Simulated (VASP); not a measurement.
CdGeAs2: single point with PBEsol

The system is CdGeAs2.

```
Cd As Ge
1.0
    -3.02821    3.02821    5.73884
     3.02821   -3.02821    5.73884
     3.02821    3.02821   -5.73884
Cd As Ge
2 4 2
Direct
  0.50000 0.50000 0.00000
  0.25000 0.75000 0.50000
  0.09622 0.12500 0.47122
  0.37500 0.90378 0.02878
  0.65378 0.62500 0.52878
  0.87500 0.34622 0.97122
  0.75000 0.25000 0.50000
  0.00000 0.00000 0.00000
```

This cell differs from its parent crystal: volume scaled by 1.04.

```json
{"Program": "VASP 6.6.1", "Task": "single point", "Functional": "PBEsol", "Potentials or basis": "VASP PAW PBE potentials, release 64 (Cd, As, Ge_d)", "Cutoff": "520 eV", "k mesh": "6 × 6 × 6", "Occupations": "fermi-dirac, width 0.05 eV", "Spin": "no spin polarisation", "Dipole correction": "no", "Further INCAR settings": "ALGO = Normal; EDIFF = 1e-06; NBANDS = 46"}
```

* Pressure: -2.6 GPa
* Largest force: 0.127 eV/Å
* Band gap on the k mesh: 0.18 eV, indirect (least direct gap 0.21 eV)

Forces in eV/Å, atoms in the order of the input:
```
Cd   0.000  0.000  0.000
Cd   0.000  0.000  0.000
As   0.000  0.127  0.000
As  -0.127  0.000  0.000
As   0.000 -0.127  0.000
As   0.127  0.000  0.000
Ge   0.000  0.000  0.000
Ge   0.000  0.000  0.000
```

Stress tensor (GPa, compression positive):
```
-2.64  0.00  0.00
 0.00 -2.64  0.00
 0.00  0.00 -2.48
```

Levels at points of the mesh, in eV from the valence-band top:
| k point | band 32 | band 33 | band 34 | band 35 | band 36 | band 37 | band 38 | band 39 | band 40 | band 41 |
| --- | --- | --- | --- | --- | --- | --- | --- | --- | --- | --- |
| (0.00, 0.00, 0.00) | -1.91 | -1.91 | -0.37 | -0.03 | -0.03 | 0.18 | 1.42 | 1.76 | 2.92 | 2.92 |
| (0.50, 0.00, 0.00) | -2.41 | -1.93 | -1.35 | -1.08 | -0.52 | 1.74 | 2.02 | 2.68 | 3.39 | 3.74 |
| (0.50, 0.50, 0.00) | -1.62 | -0.93 | -0.93 | -0.44 | -0.44 | 0.65 | 0.65 | 2.42 | 2.42 | 3.85 |
| (0.50, 0.50, 0.50) | -2.12 | -1.67 | -1.67 | -0.82 | -0.82 | 1.44 | 1.44 | 1.70 | 1.70 | 2.71 |

Run time: 8.2 min on 1 thread of Intel Xeon 6975P-C, with other jobs on the host, peak memory 0.56 GiB.

Caveat: the PAW data sets were made with another functional, which shifts forces and pressure a little. A k mesh can miss the band edges.
